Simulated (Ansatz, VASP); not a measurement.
## Ge: VASP beside Ansatz

Contents of POSCAR:

```
Ge
1.0
    0.0000000000      2.1977095775      2.1977095775
    2.1977095775      0.0000000000      2.1977095775
    2.1977095775      2.1977095775      0.0000000000
Ge
1
Direct
    0.0000000000      0.0000000000      0.0000000000
```

The input INCAR.step1:

```
SYSTEM = Ge
PREC = Accurate
ENCUT = 520
ISMEAR = -1
SIGMA = 0.1
LREAL = .False.
LASPH = .True.
NELM = 60
NBANDS = 13
GGA = PE
ALGO = Normal
EDIFF = 1E-4
LWAVE = .True.
LCHARG = .False.
```

File INCAR.step2:

```
SYSTEM = Ge
PREC = Accurate
ENCUT = 520
EDIFF = 1E-6
ISMEAR = -1
SIGMA = 0.1
LREAL = .False.
LASPH = .True.
NELM = 60
ALGO = Normal
ISIF = 2
LWAVE = .False.
LCHARG = .False.
METAGGA = R2SCAN
LMIXTAU = .True.
NBANDS = 13
ISTART = 1
```

The input KPOINTS:

```
Automatic mesh
0
Gamma
  14 14 14
  0 0 0
```

Input for Ansatz:

```yaml
crystal:
  lattice:
    - [0.0, 2.1977095775, 2.1977095775]
    - [2.1977095775, 0.0, 2.1977095775]
    - [2.1977095775, 2.1977095775, 0.0]
  atoms:
    - { symbol: Ge, position: [0.0, 0.0, 0.0] }
hamiltonian:
  xc: r2scan
  pseudopotentials:
    kind: paw
    azcp:
      Ge: "pseudopotentials/Ge.paw.azcp"
basis:
  ecutwfc: 500
  fft_grid_basis: typed
kpoints:
  mp_grid: { grid: [14, 14, 14], shift: [0, 0, 0] }
magnetization:
  spin_polarized: false
scf:
  occupations: { method: fermi_dirac, width: 0.1 }
  lower_state_search: "off"
output:
  stress: true
```

Alike in both runs: task single point; functional r2SCAN; k mesh 14 × 14 × 14; occupations fermi-dirac, width 0.1 eV; no spin polarisation.

```csv
,VASP,Ansatz
version,VASP 6.6.1,Ansatz 0.2.0
potentials or method,"VASP PAW PBE potentials, release 64 (Ge_d), cutoff 520 eV","plane waves (500 eV) with PAW, scalar-relativistic"
valence electrons in the cell,14,14
```

|  | VASP | Ansatz | Ansatz less VASP |
| --- | --- | --- | --- |
| pressure (GPa) | -5.9 | -5.7 | +0.18 |

VASP's potentials were made for PBE, not for r2SCAN. The functional is the same, so the differences come from potentials, cutoffs and numerics.
